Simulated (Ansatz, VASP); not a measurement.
# One calculation of Sc, two programs

```
Sc
1.0
     3.22695    0.00000    0.00000
    -1.61348    2.79462    0.00000
     0.00000    0.00000    5.01066
Sc
2
Direct
  0.33333 0.66667 0.25000
  0.66667 0.33333 0.75000
```

Alike in both runs: functional LDA; k mesh 16 × 16 × 10; occupations fermi-dirac, width 0.1 eV; no spin polarisation.

Ansatz relaxed the structure, and its values are those at the end. VASP's run is a single point on that final structure, the one shown.

|  | VASP | Ansatz |
| --- | --- | --- |
| version | VASP 6.6.1 | Ansatz 0.2.0 |
| potentials or method | VASP PAW LDA potentials, release 64 (Sc_sv) | PAW with Ansatz's default frozen-core files, scalar-relativistic |
| plane-wave cutoff (eV) | 520 | 420 |
| valence electrons in the cell | 22 | 22 |

|  | VASP | Ansatz | Ansatz less VASP |
| --- | --- | --- | --- |
| pressure (GPa) | 0.1 | 0.0 | -0.09 |

LDA's correlation is that of Perdew and Zunger in VASP and of Perdew and Wang (1992) in Ansatz.
